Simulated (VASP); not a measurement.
**CdSe: single point with PBE**

Crystal: CdSe.

```
CELL_PARAMETERS angstrom
4.30000 0.00000 0.00000
-2.15000 3.72391 0.00000
0.00000 0.00000 7.02000
ATOMIC_POSITIONS crystal
Cd 0.33333 0.66667 0.00486
Cd 0.66667 0.33333 0.50486
Se 0.33333 0.66667 0.38014
Se 0.66667 0.33333 0.88014
```

| Quantity | Value |
| --- | --- |
| Program | VASP 6.6.1 |
| Task | single point |
| Functional | PBE |
| Potentials or basis | VASP PAW PBE potentials, release 64 (Cd, Se) |
| Cutoff | 520 eV |
| k mesh | 12 × 12 × 4 |
| Occupations | fermi-dirac, width 0.05 eV |
| Spin | no spin polarisation |
| Dipole correction | no |
| Further INCAR settings | ALGO = Normal; EDIFF = 1e-07; NBANDS = 26 |

The pressure is 3.2 GPa, the largest force is 0.009 eV/Å and the band gap on the k mesh is 0.67 eV.

Forces on the atoms (eV/Å):
```
Cd   0.000  0.000 -0.009
Cd   0.000  0.000 -0.009
Se   0.000  0.000  0.009
Se   0.000  0.000  0.009
```

Stress tensor (GPa, compression positive):
```
3.20 0.00 0.00
0.00 3.20 0.00
0.00 0.00 3.31
```

Levels at points of the mesh, in eV from the valence-band top:
```tsv
k point	band 15	band 16	band 17	band 18	band 19	band 20	band 21	band 22
(0.00, 0.00, 0.00)	-0.77	-0.05	0.00	0.00	0.67	2.21	5.86	5.86
(0.50, 0.00, 0.00)	-2.67	-1.86	-1.35	-0.76	3.22	3.33	4.76	6.14
(0.00, 0.00, 0.50)	-0.40	-0.40	-0.40	-0.40	2.38	2.38	5.86	5.86
(0.50, 0.00, 0.50)	-1.37	-1.37	-1.35	-1.35	2.93	2.93	4.85	4.85
```

It took 2.8 min on 1 thread of Intel Xeon 8259CL (shared host), peak memory 0.32 GiB.

Caveat: the cell stands under pressure. PBE gaps usually lie below the measured ones, often by a third to a half.
